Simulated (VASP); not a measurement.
# I (Fmmm) in VASP: single point with PBEsol

Aim: the single point of I with PBEsol.

All numbers are computed with VASP 6.6.1; they aren't measurements. Logs are shortened: lines on timing, memory, paths and dates and some standing lists are left out, and cuts for length are marked.

## Step 1: The cell of the first run

The typed cell holds 4 atoms: a = 3.131 Å, b = 3.131 Å, c = 8.299 Å, α = 90.00°, β = 90.00°, γ = 82.95°.

## Step 2: Single point, PBEsol

INCAR reads:

```
PREC = Accurate ; ENCUT = 520
EDIFF = 1E-6 ; ISMEAR = 0
SIGMA = 0.1 ; LREAL = False
LASPH = True ; NELM = 80
ALGO = Normal ; ISIF = 2
LWAVE = False ; LCHARG = True
GGA = PS ; LELF = True
LVHAR = True ; NBANDS = 22
```

KPOINTS reads:

```
Automatic mesh
0
Gamma
  14 14 6
```

POSCAR reads:

```
I
1.0
    2.3461162310     -2.0739436896      0.0000000000
    2.3461162310      2.0739436896      0.0000000000
    0.0000000000      0.0000000000      8.2985258248
I
4
Direct
    0.7500021408      0.2499978592      0.1249965929
    0.7499978592      0.2500021408      0.6249965929
    0.2499978592      0.7500021408      0.8750034071
    0.2500021408      0.7499978592      0.3750034071
```

Potentials or basis: VASP PAW PBE potentials, release 64 (I).

On the command line:

```console
cat potpaw_PBE.64/I/POTCAR > POTCAR
mpirun -np 1 vasp_std > vasp.out
```

OUTCAR:

```text
PREC = Accurate
   ENCUT = 520
   EDIFF = 1E-6
   ISMEAR = 0
   LREAL = False
   LASPH = True
   NELM = 80
   ISIF = 2
   GGA = PS

 ion  position               nearest neighbor table
   1  0.750  0.250  0.125-   3 2.93   3 2.93   4 2.93   4 2.93   3 3.13   3 3.13   4 3.13   4 3.13

   2  0.750  0.250  0.625-   4 2.93   4 2.93   3 2.93   3 2.93   4 3.13   4 3.13   3 3.13   3 3.13

   3  0.250  0.750  0.875-   1 2.93   1 2.93   2 2.93   2 2.93   1 3.13   1 3.13   2 3.13   2 3.13

   4  0.250  0.750  0.375-   2 2.93   2 2.93   1 2.93   1 2.93   2 3.13   2 3.13   1 3.13   1 3.13

  LATTYP: Found a base centered orthorhombic cell.
 ALAT       =     4.1478873792
 B/A-ratio  =     1.1312342967
 C/A-ratio  =     2.0006632452

  Lattice vectors:

 A1 = (  -2.3461162310,  -2.0739436896,   0.0000000000)
 A2 = (   2.3461162310,  -2.0739436896,   0.0000000000)
 A3 = (   0.0000000000,   0.0000000000,   8.2985258248)

Analysis of symmetry for initial positions (statically):
=====================================================================
 Subroutine PRICEL returns following result:

  LATTYP: Found a base centered orthorhombic cell.
 ALAT       =     4.1478873792
 B/A-ratio  =     1.1312342967
 C/A-ratio  =     1.0003316226

  Lattice vectors:

 A1 = (  -2.3461162310,  -2.0739436896,   0.0000000000)
 A2 = (   2.3461162310,  -2.0739436896,   0.0000000000)
 A3 = (   0.0000100451,   0.0000088798,   4.1492629124)

   2 primitive cells build up your supercell.

 Routine SETGRP: Setting up the symmetry group for a
 base centered orthorhombic supercell.

 Subroutine GETGRP returns: Found  8 space group operations
 (whereof  4 operations were pure point group operations)
 out of a pool of  8 trial point group operations.

The static configuration has the point symmetry C_2h.
 The point group associated with its full space group is D_2h.

Analysis of symmetry for dynamics (positions and initial velocities):
=====================================================================
 Subroutine PRICEL returns following result:

  LATTYP: Found a base centered orthorhombic cell.
 ALAT       =     4.1478873792
 B/A-ratio  =     1.1312342967
 C/A-ratio  =     1.0003316226

  Lattice vectors:

 A1 = (  -2.3461162310,  -2.0739436896,   0.0000000000)
 A2 = (   2.3461162310,  -2.0739436896,   0.0000000000)
 A3 = (   0.0000100451,   0.0000088798,   4.1492629124)

   2 primitive cells build up your supercell.

 Routine SETGRP: Setting up the symmetry group for a
 base centered orthorhombic supercell.

 Subroutine GETGRP returns: Found  8 space group operations
 (whereof  4 operations were pure point group operations)
 out of a pool of  8 trial point group operations.

The dynamic configuration has the point symmetry C_2h.
 The point group associated with its full space group is D_2h.

 Subroutine INISYM returns: Found  8 space group operations
 (whereof  4 operations are pure point group operations),
 and found     2 'primitive' translations

----------------------------------------------------------------------------------------

                                     Primitive cell

  volume of cell :      40.3782

  direct lattice vectors                    reciprocal lattice vectors
    -2.346116231 -2.073943690  0.000000000    -0.213118171 -0.241086584  0.000001032
     2.346116231 -2.073943690  0.000000000     0.213118171 -0.241086584  0.000000000
     0.000010045  0.000008880  4.149262912     0.000000000  0.000000000  0.241006661

  length of vectors
     3.131374107  3.131374107  4.149262912     0.321779577  0.321779577  0.241006661

  position of ions in fractional coordinates (direct lattice)
     0.750003211  0.750002141  0.249993186
     0.250005352  0.249997859  0.750006814

  ion indices of the primitive-cell ions
   primitive index   ion index
                 1           1
                 2           3

----------------------------------------------------------------------------------------

 KPOINTS: Automatic mesh

Automatic generation of k-mesh.
 Grid dimensions read from file:
 generate k-points for:   14   14    6

 Generating k-lattice:

  Cartesian coordinates                     Fractional coordinates (reciprocal lattice)
     0.015222726 -0.017220470  0.000000000     0.071428571  0.000000000  0.000000000
     0.015222726  0.017220470  0.000000000     0.000000000  0.071428571  0.000000000
     0.000000000  0.000000000  0.020083888     0.000000000  0.000000000  0.166666667

  Length of vectors
     0.022984255  0.022984255  0.020083888

  Shift w.r.t. Gamma in fractional coordinates (k-lattice)
     0.000000000  0.000000000  0.000000000

 Subroutine IBZKPT returns following result:
 ===========================================

 Found    228 irreducible k-points:

 Following reciprocal coordinates:
            Coordinates               Weight
  0.000000  0.000000  0.000000      1.000000
  0.071429  0.000000  0.000000      4.000000
  0.142857 -0.000000  0.000000      4.000000
  0.214286  0.000000  0.000000      4.000000
  0.285714  0.000000  0.000000      4.000000
  0.357143  0.000000  0.000000      4.000000
[... 16 lines left out ...]
  0.214286  0.142857  0.000000      4.000000
  0.285714  0.142857  0.000000      4.000000
 [... further k-points ...]
   k-points           NKPTS =    228   k-points in BZ     NKDIM =    228   number of bands    NBANDS=     22
   number of dos      NEDOS =    301   number of ions     NIONS =      4
   total plane-waves  NPLWV =  36864
   dimension x,y,z NGX =    24 NGY =   24 NGZ =   64
   dimension x,y,z NGXF=    48 NGYF=   48 NGZF=  128
   ions per type =               4
   NGX,Y,Z   is equivalent  to a cutoff of  12.74, 12.74, 12.82 a.u.
   NGXF,Y,Z  is equivalent  to a cutoff of  25.48, 25.48, 25.64 a.u.
 SYSTEM =  unknown system
   PREC   = accura    normal or accurate (medium, high low for compatibility)
   ISTART =      0    job   : 0-new  1-cont  2-samecut
   ICHARG =      2    charge: 1-file 2-atom 10-const
   ISPIN  =      1    spin polarized calculation?
   LNONCOLLINEAR =      F non collinear calculations
   LSORBIT =      F    spin-orbit coupling
   LASPH  =      T    aspherical Exc in radial PAW
   ENCUT  =  520.0 eV  38.22 Ry    6.18 a.u.   5.82  5.82 15.43*2*pi/ulx,y,z
   NELM   =     80;   NELMIN=  2; NELMDL= -5     # of ELM steps
   EDIFF  = 0.1E-05   stopping-criterion for ELM
   LREAL  =      F    real-space projection
   EDIFFG = 0.1E-04   stopping-criterion for IOM
   NSW    =      0    number of steps for IOM
   IBRION =     -1    ionic relax: 0-MD 1-quasi-New 2-CG
   NFREE  =      0    steps in history (QN), initial steepest desc. (CG)
   ISIF   =      2    stress and relaxation
   ISYM   =      2    0-nonsym 1-usesym 2-fastsym
   POTIM  = 0.5000    time-step for ionic-motion
   TEBEG  =    0.0;   TEEND  =   0.0 temperature during run
   PSTRESS=    0.0 pullay stress
   NELECT =      28.0000    total number of electrons
   NUPDOWN=      -1.0000    fix difference up-down
   EMIN   =  10.00;   EMAX   =-10.00  energy-range for DOS
   EFERMI =   0.00;   METHOD = LEGACY
   ISMEAR =     0;   SIGMA  =   0.10  broadening in eV -4-tet -1-fermi 0-gaus
   EFERMI_NEDOS =   21; number of points for ismear=-14 and -15
   IALGO  =     38    algorithm
   IMIX   =      4    mixing-type and parameters
     AMIX     =   0.40;   BMIX     =  1.00
     AMIX_MAG =   1.60;   BMIX_MAG =  1.00
  volume/ion in A,a.u.               =      20.19       136.24
  Fermi-wavevector in a.u.,A,eV,Ry     =   1.150098  2.173371 17.996787  1.322727
  Thomas-Fermi vector in A             =   2.286764
   LORBIT       =      0    0 simple, 1 ext, 2 COOP (PROOUT), +10 PAW based schemes
   GGA     = PS    functional components
   LHFCALC =     F    Hartree Fock is set to
   AEXX    =    0.0000 exact exchange contribution
   IVDW    =     0    specifies the selected vdW correction
   LEPSILON=     F    determine dielectric tensor
   LRPA    =     F    only Hartree local field effects (RPA)
 non-spin polarized calculation
 Gauss-broadening in eV      SIGMA  =   0.10
  energy-cutoff  :      520.00
  volume of cell :       80.76
 maximum number of plane-waves:      2192
   NGX = 11   NGY = 11   NGZ = 31

 number of electron      27.9999993 magnetization

 Free energy of the ion-electron system (eV)
  ---------------------------------------------------
  ext. energy  EPLUGINS =         0.00000000
  ---------------------------------------------------
  free energy    TOTEN  =        -1.00375487 eV

  energy without entropy =       -0.99470747  energy(sigma->0) =       -0.99923117

 E-fermi :  13.3750     XC(G=0): -11.8515

 val. band max:       13.3621639130   @ k =   0.5000   0.0714   0.0000
 cond. band min:      13.3852156471   @ k =  -0.3571   0.0714   0.3333
 fundamental gap:      0.0230517342
 Fermi energy:        13.3750322278

 k-point     1 :       0.0000    0.0000    0.0000
  band No.  band energies     occupation
      1      -5.3171      2.00000
      2      -3.2188      2.00000
      3      -3.2183      2.00000
      4       1.4154      2.00000
      5       4.9551      2.00000
      6       9.5110      2.00000
[... 14 lines left out ...]
     21      19.4631      0.00000
     22      19.4633      0.00000

 k-point     2 :       0.0714    0.0000    0.0000
  band No.  band energies     occupation
      1      -5.2403      2.00000
      2      -3.1486      2.00000
      3      -3.1481      2.00000
      4       1.4076      2.00000
      5       5.0387      2.00000
      6       9.2286      2.00000
[... 14 lines left out ...]
     21      19.7068      0.00000
     22      19.7070      0.00000

 k-point     3 :       0.1429   -0.0000    0.0000
  band No.  band energies     occupation
      1      -5.0104      2.00000
      2      -2.9407      2.00000
      3      -2.9402      2.00000
      4       1.3556      2.00000
      5       5.2887      2.00000
      6       8.3518      2.00000
[... 14 lines left out ...]
     21      20.6984      0.00000
     22      20.6988      0.00000
[... 476 lines left out ...]
 k-point    23 :       0.2143    0.1429    0.0000
  band No.  band energies     occupation
      1      -4.4462      2.00000
      2      -2.4252      2.00000
      3      -2.4247      2.00000
      4       1.4457      2.00000
      5       5.8663      2.00000
      6       7.4039      2.00000
[... 14 lines left out ...]
     21      20.2322      0.00000
     22      20.7153      0.00000

 k-point    24 :       0.2857    0.1429    0.0000
  band No.  band energies     occupation
      1      -3.9625      2.00000
      2      -2.0108      2.00000
      3      -2.0103      2.00000
      4       1.1662      2.00000
      5       6.3778      2.00000
      6       6.7630      2.00000
[... 14 lines left out ...]
     21      20.5589      0.00000
     22      21.1483      0.00000

 [... further k-points ...]

------------------------ aborting loop because EDIFF is reached ----------------------------------------

  FORCE on cell =-STRESS in cart. coord.  units (eV):
  Direction    XX          YY          ZZ          XY          YZ          ZX
  --------------------------------------------------------------------------------------
  -------------------------------------------------------------------------------------
  Total       25.2066869     25.2408699     25.2792308      0.0000000      0.0000000      0.0000000
  in kB      500.0908620    500.7690391    501.5301046      0.0000000      0.0000000      0.0000000
  external PRESSURE =     500.7966686 kB  Pullay stress =       0.0000000 kB

 VOLUME and BASIS-vectors are now :
 -----------------------------------------------------------------------------
  energy-cutoff  :      520.00
  volume of cell :       80.76
      direct lattice vectors                 reciprocal lattice vectors
     2.346116231 -2.073943690  0.000000000     0.213118171 -0.241086584  0.000000000
     2.346116231  2.073943690  0.000000000     0.213118171  0.241086584  0.000000000
     0.000000000  0.000000000  8.298525825     0.000000000  0.000000000  0.120503330

 POSITION                                       TOTAL-FORCE (eV/Angst)
 -----------------------------------------------------------------------------------
      2.34612     -1.03698      1.03729         0.000000     -0.000000      0.000839
      2.34612     -1.03696      5.18655        -0.000000     -0.000000      0.000839
      2.34612      1.03698      7.26124        -0.000000      0.000000     -0.000839
      2.34612      1.03696      3.11198         0.000000      0.000000     -0.000839
 -----------------------------------------------------------------------------------
    total drift:                               -0.000000      0.016230      0.011071

  FREE ENERGIE OF THE ION-ELECTRON SYSTEM (eV)
  ---------------------------------------------------
  free  energy   TOTEN  =        -1.0037548725 eV

  energy  without entropy=       -0.9947074734  energy(sigma->0) =       -0.99923117
```

It took 6 min on 1 thread of Intel Xeon 8259CL, shared host; peak memory 0.4 GiB.

Results:

```yaml
Free_energy: -1.0038 eV
Pressure: 50.1 GPa
Band_gap_on_the_k_mesh: zero (bands 14 and 15 overlap by 5.30 eV)
```

Stress tensor (GPa, compression positive):
```
50.01  0.00  0.00
 0.00 50.08  0.00
 0.00  0.00 50.15
```

Caveat: the cell stands under pressure; the PAW data sets were made with another functional, which shifts forces and pressure a little; spin-orbit coupling is left out, which moves the levels of the heavy elements.
